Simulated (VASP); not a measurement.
A run of VASP 6.6.1:

Contents of INCAR:

```
SYSTEM = Ca3Sn3N2
PREC = Accurate
ENCUT = 600
EDIFF = 1E-7
ISMEAR = 0
SIGMA = 0.2
LREAL = .FALSE.
LASPH = .TRUE.
NELM = 80
ALGO = Normal
ISIF = 3
LWAVE = .FALSE.
LCHARG = .FALSE.
GGA = PE
IBRION = 2
NSW = 36
EDIFFG = -0.08
```

KPOINTS

```
regular mesh
0
G
  5 5 2
  0 0 0
```

Contents of POSCAR:

```
Ca3Sn3N2
1.0
    3.5000000000      0.0000000000      0.0000000000
    0.0000000000      3.5000000000      0.0000000000
    0.0000000000      0.0000000000     13.8000000000
Ca Sn N
3 3 2
Direct
    0.0000000000      0.0000000000      0.0000000000
    0.5000000000      0.5000000000      0.8350000000
    0.5000000000      0.5000000000      0.1650000000
    0.0000000000      0.0000000000      0.6500000000
    0.0000000000      0.0000000000      0.3500000000
    0.5000000000      0.5000000000      0.5000000000
    0.0000000000      0.0000000000      0.8250000000
    0.0000000000      0.0000000000      0.1750000000
```

Potentials or basis: VASP PAW PBE potentials, release 64 (Ca_sv, Sn_d, N).

Command:

```console
$ cat potpaw_PBE.64/Ca_sv/POTCAR potpaw_PBE.64/Sn_d/POTCAR potpaw_PBE.64/N/POTCAR > POTCAR
$ mpirun -np 1 vasp_std > vasp.out
```

Hardware: 1 thread of AMD EPYC 9R45 96-Core Processor (Zen 5), on a shared host.

Question: How long does it take, and how much memory?

Answer: Wall time 16 min on 1 thread of AMD EPYC 9R45 96-Core Processor (Zen 5), on a shared host, peak memory 0.33 GiB. Counts: scf iterations 176, k points 12, ion steps 15.
